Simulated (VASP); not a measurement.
# SnO2 (P4_2/mnm) in VASP: a series of runs

SnO2 is run at these levels: PBEsol, r2SCAN; tasks: single point.

Program: VASP 6.6.1. These are calculated values, not measurements. Logs are shortened: lines on timing, memory, paths and dates and some standing lists are left out, and cuts for length are marked.

## (1) The cell of the first run

It takes space group P4_2/mnm (No. 136, tetragonal). Conventional cell: a = 4.769 Å, b = 4.769 Å, c = 3.212 Å, α = 90.00°, β = 90.00°, γ = 90.00°. Sn (site symmetry mmm) has 6 O at 2.07 Å within 2.7 Å. Within 2.7 Å of O (site symmetry m2m) lie 3 Sn at 2.07 Å and 1 O at 2.61 Å.

## (2) Single point, PBEsol

INCAR

```
  ALGO = Normal
  EDIFF = 1E-7
  ENCUT = 520
  GGA = PS
  ISIF = 2
  ISMEAR = -1
  LASPH = T
  LCHARG = F
  LREAL = F
  LWAVE = F
  NBANDS = 35
  NELM = 80
  PREC = Accurate
  SIGMA = 0.05
```

KPOINTS

```
k-points
0
Gamma
  5 5 7
```

POSCAR

```
SnO2
1.0
    4.7690460000      0.0000000000      0.0000000000
    0.0000000000      4.7690460000      0.0000000000
    0.0000000000      0.0000000000      3.2121010000
Sn O
2 4
Direct
    0.0000000000      0.0000000000      0.0000000000
    0.5000000000      0.5000000000      0.5000000000
    0.3062740000      0.3062740000      0.0000000000
    0.6937260000      0.6937260000      0.0000000000
    0.1937260000      0.8062740000      0.5000000000
    0.8062740000      0.1937260000      0.5000000000
```

Potentials or basis: VASP PAW PBE potentials, release 64 (Sn_d, O).

On the command line:

```sh
cat potpaw_PBE.64/Sn_d/POTCAR potpaw_PBE.64/O/POTCAR > POTCAR
mpirun -np 1 vasp_std > vasp.out
```

OUTCAR:

```text
EDIFF = 1E-7
   ENCUT = 520
   GGA = PS
   ISIF = 2
   ISMEAR = -1
   LASPH = T
   LREAL = F
   NELM = 80
   PREC = Accurate

 ion  position               nearest neighbor table
   1  0.000  0.000  0.000-   3 2.07   4 2.07   5 2.07   6 2.07   5 2.07   6 2.07   2 3.74   2 3.74
                             2 3.74   2 3.74   2 3.74   2 3.74   2 3.74   2 3.74
   2  0.500  0.500  0.500-   5 2.07   6 2.07   3 2.07   4 2.07   3 2.07   4 2.07   1 3.74   1 3.74
                             1 3.74   1 3.74   1 3.74   1 3.74   1 3.74   1 3.74
   3  0.306  0.306  0.000-   1 2.07   2 2.07   2 2.07
   4  0.694  0.694  0.000-   1 2.07   2 2.07   2 2.07
   5  0.194  0.806  0.500-   2 2.07   1 2.07   1 2.07
   6  0.806  0.194  0.500-   2 2.07   1 2.07   1 2.07

  LATTYP: Found a simple tetragonal cell.
 ALAT       =     4.7690460000
 C/A-ratio  =     0.6735311423

  Lattice vectors:

 A1 = (   4.7690460000,   0.0000000000,   0.0000000000)
 A2 = (   0.0000000000,   4.7690460000,   0.0000000000)
 A3 = (   0.0000000000,   0.0000000000,   3.2121010000)

Analysis of symmetry for initial positions (statically):
=====================================================================
 Subroutine PRICEL returns:
 Original cell was already a primitive cell.

 Routine SETGRP: Setting up the symmetry group for a
 simple tetragonal supercell.

 Subroutine GETGRP returns: Found 16 space group operations
 (whereof  8 operations were pure point group operations)
 out of a pool of 16 trial point group operations.

The static configuration has the point symmetry D_2h.
 The point group associated with its full space group is D_4h.

Analysis of symmetry for dynamics (positions and initial velocities):
=====================================================================
 Subroutine PRICEL returns:
 Original cell was already a primitive cell.

 Routine SETGRP: Setting up the symmetry group for a
 simple tetragonal supercell.

 Subroutine GETGRP returns: Found 16 space group operations
 (whereof  8 operations were pure point group operations)
 out of a pool of 16 trial point group operations.

The dynamic configuration has the point symmetry D_2h.
 The point group associated with its full space group is D_4h.

 Subroutine INISYM returns: Found 16 space group operations
 (whereof  8 operations are pure point group operations),
 and found     1 'primitive' translations

----------------------------------------------------------------------------------------

                                     Primitive cell

  volume of cell :      73.0554

  direct lattice vectors                    reciprocal lattice vectors
     4.769046000  0.000000000  0.000000000     0.209685543  0.000000000  0.000000000
     0.000000000  4.769046000  0.000000000     0.000000000  0.209685543  0.000000000
     0.000000000  0.000000000  3.212101000     0.000000000  0.000000000  0.311322714

  length of vectors
     4.769046000  4.769046000  3.212101000     0.209685543  0.209685543  0.311322714

  position of ions in fractional coordinates (direct lattice)
     0.000000000  0.000000000  0.000000000
     0.500000000  0.500000000  0.500000000
     0.306274000  0.306274000  0.000000000
     0.693726000  0.693726000  0.000000000
     0.193726000  0.806274000  0.500000000
     0.806274000  0.193726000  0.500000000

  ion indices of the primitive-cell ions
   primitive index   ion index
                 1           1
                 2           2
                 3           3
                 4           4
                 5           5
                 6           6

----------------------------------------------------------------------------------------

 KPOINTS: k-points

Automatic generation of k-mesh.
 Grid dimensions read from file:
 generate k-points for:    5    5    7

 Generating k-lattice:

  Cartesian coordinates                     Fractional coordinates (reciprocal lattice)
     0.041937109  0.000000000  0.000000000     0.200000000  0.000000000  0.000000000
     0.000000000  0.041937109  0.000000000     0.000000000  0.200000000  0.000000000
     0.000000000  0.000000000  0.044474673     0.000000000  0.000000000  0.142857143

  Length of vectors
     0.041937109  0.041937109  0.044474673

  Shift w.r.t. Gamma in fractional coordinates (k-lattice)
     0.000000000  0.000000000  0.000000000

 Subroutine IBZKPT returns following result:
 ===========================================

 Found     24 irreducible k-points:

 Following reciprocal coordinates:
            Coordinates               Weight
  0.000000  0.000000  0.000000      1.000000
  0.200000  0.000000  0.000000      4.000000
  0.400000  0.000000  0.000000      4.000000
  0.200000  0.200000  0.000000      4.000000
  0.400000  0.200000  0.000000      8.000000
  0.400000  0.400000  0.000000      4.000000
[... 16 lines left out ...]
  0.400000  0.200000  0.428571     16.000000
  0.400000  0.400000  0.428571      8.000000
   k-points           NKPTS =     24   k-points in BZ     NKDIM =     24   number of bands    NBANDS=     35
   number of dos      NEDOS =    301   number of ions     NIONS =      6
   total plane-waves  NPLWV =  31104
   dimension x,y,z NGX =    36 NGY =   36 NGZ =   24
   dimension x,y,z NGXF=    72 NGYF=   72 NGZF=   48
   ions per type =               2   4
   NGX,Y,Z   is equivalent  to a cutoff of  12.55, 12.55, 12.42 a.u.
   NGXF,Y,Z  is equivalent  to a cutoff of  25.10, 25.10, 24.84 a.u.
 SYSTEM =  unknown system
   PREC   = accura    normal or accurate (medium, high low for compatibility)
   ISTART =      0    job   : 0-new  1-cont  2-samecut
   ICHARG =      2    charge: 1-file 2-atom 10-const
   ISPIN  =      1    spin polarized calculation?
   LNONCOLLINEAR =      F non collinear calculations
   LSORBIT =      F    spin-orbit coupling
   LASPH  =      T    aspherical Exc in radial PAW
   ENCUT  =  520.0 eV  38.22 Ry    6.18 a.u.   8.87  8.87  5.97*2*pi/ulx,y,z
   NELM   =     80;   NELMIN=  2; NELMDL= -5     # of ELM steps
   EDIFF  = 0.1E-06   stopping-criterion for ELM
   LREAL  =      F    real-space projection
   EDIFFG = 0.1E-05   stopping-criterion for IOM
   NSW    =      0    number of steps for IOM
   IBRION =     -1    ionic relax: 0-MD 1-quasi-New 2-CG
   NFREE  =      0    steps in history (QN), initial steepest desc. (CG)
   ISIF   =      2    stress and relaxation
   ISYM   =      2    0-nonsym 1-usesym 2-fastsym
   POTIM  = 0.5000    time-step for ionic-motion
   TEBEG  =    0.0;   TEEND  =   0.0 temperature during run
   PSTRESS=    0.0 pullay stress
   NELECT =      52.0000    total number of electrons
   NUPDOWN=      -1.0000    fix difference up-down
   EMIN   =  10.00;   EMAX   =-10.00  energy-range for DOS
   EFERMI =   0.00;   METHOD = LEGACY
   ISMEAR =    -1;   SIGMA  =   0.05  broadening in eV -4-tet -1-fermi 0-gaus
   EFERMI_NEDOS =   21; number of points for ismear=-14 and -15
   IALGO  =     38    algorithm
   IMIX   =      4    mixing-type and parameters
     AMIX     =   0.40;   BMIX     =  1.00
     AMIX_MAG =   1.60;   BMIX_MAG =  1.00
  volume/ion in A,a.u.               =      12.18        82.17
  Fermi-wavevector in a.u.,A,eV,Ry     =   1.461701  2.762214 29.069797  2.136570
  Thomas-Fermi vector in A             =   2.578001
   LORBIT       =      0    0 simple, 1 ext, 2 COOP (PROOUT), +10 PAW based schemes
   GGA     = PS    functional components
   LHFCALC =     F    Hartree Fock is set to
   AEXX    =    0.0000 exact exchange contribution
   IVDW    =     0    specifies the selected vdW correction
   LEPSILON=     F    determine dielectric tensor
   LRPA    =     F    only Hartree local field effects (RPA)
 non-spin polarized calculation
  energy-cutoff  :      520.00
  volume of cell :       73.06
 maximum number of plane-waves:      1998
 NGX is ok and might be reduce to    36
   NGX = 17   NGY = 17   NGZ = 11

 number of electron      52.0000008 magnetization

 Free energy of the ion-electron system (eV)
  ---------------------------------------------------
  ext. energy  EPLUGINS =         0.00000000
  ---------------------------------------------------
  free energy    TOTEN  =       -39.66970621 eV

  energy without entropy =      -39.66970479  energy(sigma->0) =      -39.66970550

 E-fermi :   6.2375     XC(G=0): -11.4254

 val. band max:        5.7762483565   @ k =   0.0000   0.0000   0.0000
 cond. band min:       6.6897093751   @ k =   0.0000   0.0000   0.0000
 fundamental gap:      0.9134610186
 Fermi energy:         6.2374774606

 k-point     1 :       0.0000    0.0000    0.0000
  band No.  band energies     occupation
      1     -15.2273      2.00000
      2     -14.4779      2.00000
      3     -14.2343      2.00000
      4     -14.2091      2.00000
      5     -14.2091      2.00000
      6     -14.1402      2.00000
[... 27 lines left out ...]
     34      17.5422      0.00000
     35      18.0887      0.00000

 k-point     2 :       0.2000    0.0000    0.0000
  band No.  band energies     occupation
      1     -15.1681      2.00000
      2     -14.5470      2.00000
      3     -14.2339      2.00000
      4     -14.2066      2.00000
      5     -14.2065      2.00000
      6     -14.1852      2.00000
[... 27 lines left out ...]
     34      17.5776      0.00000
     35      18.0464      0.00000

 k-point     3 :       0.4000    0.0000    0.0000
  band No.  band energies     occupation
      1     -14.9993      2.00000
      2     -14.7586      2.00000
      3     -14.2323      2.00000
      4     -14.2239      2.00000
      5     -14.2024      2.00000
      6     -14.2023      2.00000
[... 27 lines left out ...]
     34      17.8283      0.00000
     35      17.9892      0.00000
[... 723 lines left out ...]
 k-point    23 :       0.4000    0.2000    0.4286
  band No.  band energies     occupation
      1     -15.1156      2.00000
      2     -15.0281      2.00000
      3     -14.4265      2.00000
      4     -14.2604      2.00000
      5     -14.0818      2.00000
      6     -14.0776      2.00000
[... 27 lines left out ...]
     34      17.4097      0.00000
     35      17.9632      0.00000

 k-point    24 :       0.4000    0.4000    0.4286
  band No.  band energies     occupation
      1     -15.0312      2.00000
      2     -14.9507      2.00000
      3     -14.5480      2.00000
      4     -14.4258      2.00000
      5     -14.0766      2.00000
      6     -14.0749      2.00000
[... 27 lines left out ...]
     34      16.8781      0.00000
     35      18.3225      0.00000

------------------------ aborting loop because EDIFF is reached ----------------------------------------

  FORCE on cell =-STRESS in cart. coord.  units (eV):
  Direction    XX          YY          ZZ          XY          YZ          ZX
  --------------------------------------------------------------------------------------
  -------------------------------------------------------------------------------------
  Total        0.2482322      0.2482322      0.3859557     -0.0000000      0.0000000      0.0000000
  in kB        5.4439796      5.4439796      8.4643933     -0.0000000      0.0000000      0.0000000
  external PRESSURE =       6.4507841 kB  Pullay stress =       0.0000000 kB

 VOLUME and BASIS-vectors are now :
 -----------------------------------------------------------------------------
  energy-cutoff  :      520.00
  volume of cell :       73.06
      direct lattice vectors                 reciprocal lattice vectors
     4.769046000  0.000000000  0.000000000     0.209685543  0.000000000  0.000000000
     0.000000000  4.769046000  0.000000000     0.000000000  0.209685543  0.000000000
     0.000000000  0.000000000  3.212101000     0.000000000  0.000000000  0.311322714

 POSITION                                       TOTAL-FORCE (eV/Angst)
 -----------------------------------------------------------------------------------
      0.00000      0.00000      0.00000        -0.000000      0.000000      0.000000
      2.38452      2.38452      1.60605        -0.000000      0.000000      0.000000
      1.46063      1.46063      0.00000        -0.010357     -0.010357      0.000000
      3.30841      3.30841      0.00000         0.010357      0.010357      0.000000
      0.92389      3.84516      1.60605         0.010357     -0.010357      0.000000
      3.84516      0.92389      1.60605        -0.010357      0.010357      0.000000
 -----------------------------------------------------------------------------------
    total drift:                               -0.000000      0.000000      0.000000

  FREE ENERGIE OF THE ION-ELECTRON SYSTEM (eV)
  ---------------------------------------------------
  free  energy   TOTEN  =       -39.6697062083 eV

  energy  without entropy=      -39.6697047946  energy(sigma->0) =      -39.66970550
```

Wall time 72 s (1 thread of Intel Xeon 8259CL, shared host); peak memory 0.2 GiB.

What came out:

```
Free energy            : -39.6697 eV
Pressure               : 0.6 GPa
Largest force          : 0.015 eV/Å
Band gap on the k mesh : 0.91 eV
```

Forces in eV/Å, atoms in the order of the input:
```
Sn   0.000  0.000  0.000
Sn   0.000  0.000  0.000
O   -0.010 -0.010  0.000
O    0.010  0.010  0.000
O    0.010 -0.010  0.000
O   -0.010  0.010  0.000
```

Stress tensor (GPa, compression positive):
```
0.54 0.00 0.00
0.00 0.54 0.00
0.00 0.00 0.85
```

Levels at points of the mesh, in eV from the valence-band top:
| k point | band 23 | band 24 | band 25 | band 26 | band 27 | band 28 | band 29 | band 30 |
| --- | --- | --- | --- | --- | --- | --- | --- | --- |
| (0.00, 0.00, 0.00) | -1.27 | -0.78 | -0.78 | 0.00 | 0.91 | 5.85 | 6.03 | 6.03 |

Caveat: the PAW data sets were made with another functional, which shifts forces and pressure a little; spin-orbit coupling is left out, which moves the levels of the heavy elements.

(Part 1 of 2 ends here.)
